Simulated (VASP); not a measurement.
# SiO2 (P4_12_12) in VASP: single point with PBE

Aim: the single point of SiO2 with PBE.

Program: VASP 6.6.1. These are calculated values, not measurements. Logs are shortened: lines on timing, memory, paths and dates and some standing lists are left out, and cuts for length are marked.

### 1 The cell of the first run

Symmetry: P4_12_12, No. 92, tetragonal system. The conventional cell has a = 4.933 Å, b = 4.933 Å, c = 6.465 Å, α = 90.00°, β = 90.00°, γ = 90.00°. Si (site symmetry 2) has 4 O at 1.63 Å within 2.2 Å. Within 2.2 Å of O (site symmetry 1) lie 2 Si at 1.63 Å.

### 2 Single point, PBE

INCAR

```
SYSTEM = SiO2
  ALGO = Normal
  EDIFF = 1E-7
  ENCUT = 520
  GGA = PE
  ISIF = 2
  ISMEAR = -1
  LASPH = .TRUE.
  LCHARG = .FALSE.
  LREAL = .FALSE.
  LWAVE = .FALSE.
  NBANDS = 44
  NELM = 60
  PREC = Accurate
  SIGMA = 0.02
```

KPOINTS

```
k-points
0
G
  4 4 3
  0 0 0
```

POSCAR

```
SiO2
1.0
    4.9329000000      0.0000000000      0.0000000000
    0.0000000000      4.9329000000      0.0000000000
    0.0000000000      0.0000000000      6.4645000000
Si O
4 8
Direct
    0.6831046967      0.6831046967      0.5000000000
    0.8168953033      0.1831046967      0.7500000000
    0.3168953033      0.3168953033      0.0000000000
    0.1831046967      0.8168953033      0.2500000000
    0.3636612499      0.7307384934      0.4500127918
    0.7692615066      0.8636612499      0.7000127918
    0.6363387501      0.2692615066      0.9500127918
    0.2307384934      0.1363387501      0.2000127918
    0.8636612499      0.7692615066      0.2999872082
    0.2692615066      0.6363387501      0.0499872082
    0.1363387501      0.2307384934      0.7999872082
    0.7307384934      0.3636612499      0.5499872082
```

Potentials or basis: VASP PAW PBE potentials, release 64 (Si, O).

Command:

```console
> cat potpaw_PBE.64/Si/POTCAR potpaw_PBE.64/O/POTCAR > POTCAR
> mpirun -np 1 vasp_std > vasp.out
```

OUTCAR:

```text
SYSTEM = SiO2
   EDIFF = 1E-7
   ENCUT = 520
   GGA = PE
   ISIF = 2
   ISMEAR = -1
   LASPH = .TRUE.
   LREAL = .FALSE.
   NELM = 60
   PREC = Accurate

 ion  position               nearest neighbor table
   1  0.683  0.683  0.500-   5 1.63  12 1.63   9 1.63   6 1.63   2 3.02   4 3.02   2 3.02   4 3.02

   2  0.817  0.183  0.750-   6 1.63  11 1.63   7 1.63  12 1.63   1 3.02   3 3.02   1 3.02   3 3.02

   3  0.317  0.317  0.000-   7 1.63  10 1.63   8 1.63  11 1.63   2 3.02   4 3.02   4 3.02   2 3.02

   4  0.183  0.817  0.250-   8 1.63   9 1.63   5 1.63  10 1.63   1 3.02   3 3.02   3 3.02   1 3.02

   5  0.364  0.731  0.450-   1 1.63   4 1.63
   6  0.769  0.864  0.700-   2 1.63   1 1.63
   7  0.636  0.269  0.950-   3 1.63   2 1.63
   8  0.231  0.136  0.200-   4 1.63   3 1.63
   9  0.864  0.769  0.300-   4 1.63   1 1.63
  10  0.269  0.636  0.050-   3 1.63   4 1.63
  11  0.136  0.231  0.800-   2 1.63   3 1.63
  12  0.731  0.364  0.550-   1 1.63   2 1.63

  LATTYP: Found a simple tetragonal cell.
 ALAT       =     4.9329000000
 C/A-ratio  =     1.3104867319

  Lattice vectors:

 A1 = (   4.9329000000,   0.0000000000,   0.0000000000)
 A2 = (   0.0000000000,   4.9329000000,   0.0000000000)
 A3 = (   0.0000000000,   0.0000000000,   6.4645000000)

Analysis of symmetry for initial positions (statically):
=====================================================================
 Subroutine PRICEL returns:
 Original cell was already a primitive cell.

 Routine SETGRP: Setting up the symmetry group for a
 simple tetragonal supercell.

 Subroutine GETGRP returns: Found  8 space group operations
 (whereof  2 operations were pure point group operations)
 out of a pool of 16 trial point group operations.

The static configuration has the point symmetry C_2 .
 The point group associated with its full space group is D_4 .

Analysis of symmetry for dynamics (positions and initial velocities):
=====================================================================
 Subroutine PRICEL returns:
 Original cell was already a primitive cell.

 Routine SETGRP: Setting up the symmetry group for a
 simple tetragonal supercell.

 Subroutine GETGRP returns: Found  8 space group operations
 (whereof  2 operations were pure point group operations)
 out of a pool of 16 trial point group operations.

The dynamic configuration has the point symmetry C_2 .
 The point group associated with its full space group is D_4 .

 Subroutine INISYM returns: Found  8 space group operations
 (whereof  2 operations are pure point group operations),
 and found     1 'primitive' translations

----------------------------------------------------------------------------------------

                                     Primitive cell

  volume of cell :     157.3039

  direct lattice vectors                    reciprocal lattice vectors
     4.932900000  0.000000000  0.000000000     0.202720509  0.000000000  0.000000000
     0.000000000  4.932900000  0.000000000     0.000000000  0.202720509  0.000000000
     0.000000000  0.000000000  6.464500000     0.000000000  0.000000000  0.154691005

  length of vectors
     4.932900000  4.932900000  6.464500000     0.202720509  0.202720509  0.154691005

  position of ions in fractional coordinates (direct lattice)
     0.683104697  0.683104697  0.500000000
     0.816895303  0.183104697  0.750000000
     0.316895303  0.316895303  0.000000000
     0.183104697  0.816895303  0.250000000
     0.363661250  0.730738493  0.450012792
     0.769261507  0.863661250  0.700012792
     0.636338750  0.269261507  0.950012792
     0.230738493  0.136338750  0.200012792
     0.863661250  0.769261507  0.299987208
     0.269261507  0.636338750  0.049987208
     0.136338750  0.230738493  0.799987208
     0.730738493  0.363661250  0.549987208

  ion indices of the primitive-cell ions
   primitive index   ion index
                 1           1
                 2           2
                 3           3
                 4           4
                 5           5
                 6           6
                 7           7
                 8           8
                 9           9
                10          10
                11          11
                12          12

----------------------------------------------------------------------------------------

 KPOINTS: k-points

Automatic generation of k-mesh.
 Grid dimensions read from file:
 generate k-points for:    4    4    3

 Generating k-lattice:

  Cartesian coordinates                     Fractional coordinates (reciprocal lattice)
     0.050680127  0.000000000  0.000000000     0.250000000  0.000000000  0.000000000
     0.000000000  0.050680127  0.000000000     0.000000000  0.250000000  0.000000000
     0.000000000  0.000000000  0.051563668     0.000000000  0.000000000  0.333333333

  Length of vectors
     0.050680127  0.050680127  0.051563668

  Shift w.r.t. Gamma in fractional coordinates (k-lattice)
     0.000000000  0.000000000  0.000000000

 Subroutine IBZKPT returns following result:
 ===========================================

 Found     12 irreducible k-points:

 Following reciprocal coordinates:
            Coordinates               Weight
  0.000000  0.000000  0.000000      1.000000
  0.250000  0.000000  0.000000      4.000000
  0.500000  0.000000  0.000000      2.000000
  0.250000  0.250000  0.000000      4.000000
  0.500000  0.250000  0.000000      4.000000
  0.500000  0.500000  0.000000      1.000000
  0.000000  0.000000  0.333333      2.000000
  0.250000  0.000000  0.333333      8.000000
  0.500000  0.000000  0.333333      4.000000
  0.250000  0.250000  0.333333      8.000000
  0.500000  0.250000  0.333333      8.000000
  0.500000  0.500000  0.333333      2.000000
   k-points           NKPTS =     12   k-points in BZ     NKDIM =     12   number of bands    NBANDS=     44
   number of dos      NEDOS =    301   number of ions     NIONS =     12
   total plane-waves  NPLWV =  76800
   dimension x,y,z NGX =    40 NGY =   40 NGZ =   48
   dimension x,y,z NGXF=    80 NGYF=   80 NGZF=   96
   ions per type =               4   8
   NGX,Y,Z   is equivalent  to a cutoff of  13.48, 13.48, 12.34 a.u.
   NGXF,Y,Z  is equivalent  to a cutoff of  26.96, 26.96, 24.69 a.u.
 SYSTEM =  SiO2
   PREC   = accura    normal or accurate (medium, high low for compatibility)
   ISTART =      0    job   : 0-new  1-cont  2-samecut
   ICHARG =      2    charge: 1-file 2-atom 10-const
   ISPIN  =      1    spin polarized calculation?
   LNONCOLLINEAR =      F non collinear calculations
   LSORBIT =      F    spin-orbit coupling
   LASPH  =      T    aspherical Exc in radial PAW
   ENCUT  =  520.0 eV  38.22 Ry    6.18 a.u.   9.17  9.17 12.02*2*pi/ulx,y,z
   NELM   =     60;   NELMIN=  2; NELMDL= -5     # of ELM steps
   EDIFF  = 0.1E-06   stopping-criterion for ELM
   LREAL  =      F    real-space projection
   EDIFFG = 0.1E-05   stopping-criterion for IOM
   NSW    =      0    number of steps for IOM
   IBRION =     -1    ionic relax: 0-MD 1-quasi-New 2-CG
   NFREE  =      0    steps in history (QN), initial steepest desc. (CG)
   ISIF   =      2    stress and relaxation
   ISYM   =      2    0-nonsym 1-usesym 2-fastsym
   POTIM  = 0.5000    time-step for ionic-motion
   TEBEG  =    0.0;   TEEND  =   0.0 temperature during run
   PSTRESS=    0.0 pullay stress
   NELECT =      64.0000    total number of electrons
   NUPDOWN=      -1.0000    fix difference up-down
   EMIN   =  10.00;   EMAX   =-10.00  energy-range for DOS
   EFERMI =   0.00;   METHOD = LEGACY
   ISMEAR =    -1;   SIGMA  =   0.02  broadening in eV -4-tet -1-fermi 0-gaus
   EFERMI_NEDOS =   21; number of points for ismear=-14 and -15
   IALGO  =     38    algorithm
   IMIX   =      4    mixing-type and parameters
     AMIX     =   0.40;   BMIX     =  1.00
     AMIX_MAG =   1.60;   BMIX_MAG =  1.00
  volume/ion in A,a.u.               =      13.11        88.46
  Fermi-wavevector in a.u.,A,eV,Ry     =   1.213077  2.292383 20.021726  1.471555
  Thomas-Fermi vector in A             =   2.348540
   LORBIT       =      0    0 simple, 1 ext, 2 COOP (PROOUT), +10 PAW based schemes
   GGA     = PE    functional components
   LHFCALC =     F    Hartree Fock is set to
   AEXX    =    0.0000 exact exchange contribution
   IVDW    =     0    specifies the selected vdW correction
   LEPSILON=     F    determine dielectric tensor
   LRPA    =     F    only Hartree local field effects (RPA)
 non-spin polarized calculation
  energy-cutoff  :      520.00
  volume of cell :      157.30
 maximum number of plane-waves:      4250
 NGX is ok and might be reduce to    40
   NGX = 19   NGY = 19   NGZ = 25

 number of electron      64.0000002 magnetization

 Free energy of the ion-electron system (eV)
  ---------------------------------------------------
  ext. energy  EPLUGINS =         0.00000000
  ---------------------------------------------------
  free energy    TOTEN  =       -94.65259392 eV

  energy without entropy =      -94.65259392  energy(sigma->0) =      -94.65259392

 E-fermi :   1.3366     XC(G=0):  -8.9913

 val. band max:        0.8503016469   @ k =   0.0000   0.0000   0.0000
 cond. band min:       6.5053389794   @ k =   0.0000   0.0000   0.0000
 fundamental gap:      5.6550373326
 Fermi energy:         1.3365949121

 k-point     1 :       0.0000    0.0000    0.0000
  band No.  band energies     occupation
      1     -18.6397      2.00000
      2     -17.6634      2.00000
      3     -17.6634      2.00000
      4     -16.5233      2.00000
      5     -16.5231      2.00000
      6     -16.5231      2.00000
[... 36 lines left out ...]
     43      12.7198      0.00000
     44      12.7832      0.00000
[... 476 lines left out ...]
      4     -17.6475      2.00000
      5     -16.5754      2.00000
      6     -16.5754      2.00000
[... 36 lines left out ...]
     43      11.6753      0.00000
     44      11.6753      0.00000

------------------------ aborting loop because EDIFF is reached ----------------------------------------

  FORCE on cell =-STRESS in cart. coord.  units (eV):
  Direction    XX          YY          ZZ          XY          YZ          ZX
  --------------------------------------------------------------------------------------
  -------------------------------------------------------------------------------------
  Total        2.0724319      2.0724319      4.3721053      0.0000000      0.0000000      0.0000000
  in kB       21.1082044     21.1082044     44.5309165      0.0000000      0.0000000      0.0000000
  external PRESSURE =      28.9157751 kB  Pullay stress =       0.0000000 kB

 VOLUME and BASIS-vectors are now :
 -----------------------------------------------------------------------------
  energy-cutoff  :      520.00
  volume of cell :      157.30
      direct lattice vectors                 reciprocal lattice vectors
     4.932900000  0.000000000  0.000000000     0.202720509  0.000000000  0.000000000
     0.000000000  4.932900000  0.000000000     0.000000000  0.202720509  0.000000000
     0.000000000  0.000000000  6.464500000     0.000000000  0.000000000  0.154691005

 POSITION                                       TOTAL-FORCE (eV/Angst)
 -----------------------------------------------------------------------------------
      3.36969      3.36969      3.23225        -0.020364     -0.020364      0.000000
      4.02966      0.90324      4.84837         0.020364     -0.020364      0.000000
      1.56321      1.56321      0.00000         0.020364      0.020364      0.000000
      0.90324      4.02966      1.61613        -0.020364      0.020364      0.000000
      1.79390      3.60466      2.90911         0.008126      0.004564     -0.000357
      3.79469      4.26035      4.52523        -0.004564      0.008126     -0.000357
      3.13900      1.32824      6.14136        -0.008126     -0.004564     -0.000357
      1.13821      0.67255      1.29298         0.004564     -0.008126     -0.000357
      4.26035      3.79469      1.93927         0.008126     -0.004564      0.000357
      1.32824      3.13900      0.32314        -0.004564     -0.008126      0.000357
      0.67255      1.13821      5.17152        -0.008126      0.004564      0.000357
      3.60466      1.79390      3.55539         0.004564      0.008126      0.000357
 -----------------------------------------------------------------------------------
    total drift:                               -0.000000      0.000000     -0.000000

  FREE ENERGIE OF THE ION-ELECTRON SYSTEM (eV)
  ---------------------------------------------------
  free  energy   TOTEN  =       -94.6525939230 eV

  energy  without entropy=      -94.6525939230  energy(sigma->0) =      -94.65259392
```

Run time: 87 s. Hardware: 1 thread of AMD EPYC 7R43 (Zen 3), shared host; peak memory 0.24 GiB.

Results:

```yaml
Free_energy: -94.6526 eV
Pressure: 2.9 GPa
Largest_force: 0.029 eV/Å
Band_gap_on_the_k_mesh: 5.66 eV, direct
```

Forces in eV/Å, atoms in the order of the input:
```
Si  -0.020 -0.020  0.000
Si   0.020 -0.020  0.000
Si   0.020  0.020  0.000
Si  -0.020  0.020  0.000
O    0.008  0.005  0.000
O   -0.005  0.008  0.000
O   -0.008 -0.005  0.000
O    0.005 -0.008  0.000
O    0.008 -0.005  0.000
O   -0.005 -0.008  0.000
O   -0.008  0.005  0.000
O    0.005  0.008  0.000
```
